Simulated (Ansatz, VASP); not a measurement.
Two plane-wave programs on CdI2

Contents of POSCAR:

```
CdI2
1.0
    4.3107138579      0.0000000000      0.0000000000
   -2.1553569289      3.7331877094      0.0000000000
    0.0000000000      0.0000000000      6.9984505437
Cd I
1 2
Direct
    0.0000000000      0.0000000000      0.0000000000
    0.3333333333      0.6666666667      0.2429773643
    0.6666666667      0.3333333333      0.7570226357
```

File INCAR.step1:

```
  ALGO = Normal
  EDIFF = 1E-5
  ENCUT = 400
  GGA = PE
  GGA_COMPAT = F
  ISIF = 2
  ISMEAR = 0
  KPAR = 4
  LASPH = T
  LREAL = F
  LWAVE = T
  NBANDS = 20
  NELM = 120
  PREC = Accurate
  SIGMA = 0.01
```

Contents of INCAR.step2:

```
  ALGO = Normal
  EDIFF = 1E-6
  ENCUT = 400
  GGA = PE
  GGA_COMPAT = F
  HFSCREEN = 0.2079
  ISIF = 2
  ISMEAR = 0
  ISTART = 1
  KPAR = 4
  LASPH = T
  LCHARG = T
  LHFCALC = T
  LREAL = F
  LVHAR = T
  LWAVE = F
  NBANDS = 20
  NELM = 120
  PREC = Accurate
  PRECFOCK = Normal
  SIGMA = 0.01
```

File KPOINTS:

```
k-points
0
Gamma
  6 6 4
```

Input for Ansatz:

```yaml
crystal:
  lattice:
    - [4.3107138579, 0.0, 0.0]
    - [-2.1553569289, 3.7331877094, 0.0]
    - [0.0, 0.0, 6.9984505437]
  atoms:
    - { symbol: Cd, position: [0.0, 0.0, 0.0] }
    - { symbol: I, position: [0.3333333333, 0.6666666667, 0.2429773643] }
    - { symbol: I, position: [0.6666666667, 0.3333333333, 0.7570226357] }
kpoints:
  mp_grid: { grid: [6, 6, 4] }
  band_path:
    path:
      - [0.0, 0.0, 0.0]
      - [0.5, 0.0, 0.0]
      - [0.3333333333, 0.3333333333, 0.0]
      - [0.0, 0.0, 0.5]
      - [0.5, 0.0, 0.5]
      - [0.3333333333, 0.3333333333, 0.5]
      - [0.0, 0.140625, -0.177083]
      - [0.0, -0.460938, -0.361979]
    npoints: 1
hamiltonian:
  xc: hse06
scf:
  occupations: { method: fixed }
  n_extra_bands: 4
output:
  forces: true
  stress: true
  eigenvalues: true
  write_density: true
  write_potential: true
  elf: true
  volumetric_format: npy
```

Change from the starting cell: hydrostatic strain +1.5%.

Alike in both runs: task single point; functional HSE06; k mesh 6 × 6 × 4; no spin polarisation.

```csv
,VASP,Ansatz
version,VASP 6.6.1,Ansatz 0.2.0
potentials or method,"VASP PAW PBE potentials, release 64 (Cd, I)","plane waves, PAW"
plane-wave cutoff (eV),400,420
occupations,"gaussian, width 0.01 eV",fixed
valence electrons in the cell,26,54
```

VASP gave:

- gap on the k mesh at the Fermi level (eV): 3.39
- pressure (GPa): -0.2
- traceless stress, the component that is largest in VASP (GPa): 0.24
- rms of the force components (eV/Å): 0.032

Task: What did Ansatz give for the same quantities?

Result: gap on the k mesh at the Fermi level (eV): 3.39; pressure (GPa): 0.0; traceless stress, the component that is largest in VASP (GPa): 0.25; rms of the force components (eV/Å): 0.038.

Atom by atom the forces differ by 0.006 eV/Å (rms over components). VASP's potentials hold 26 valence electrons a cell and Ansatz's 54, so a difference there can come from the potentials and not from the codes. Ansatz's warnings: stress exchange threshold loose, stress scf threshold loose.

Spin-orbit coupling is off throughout.
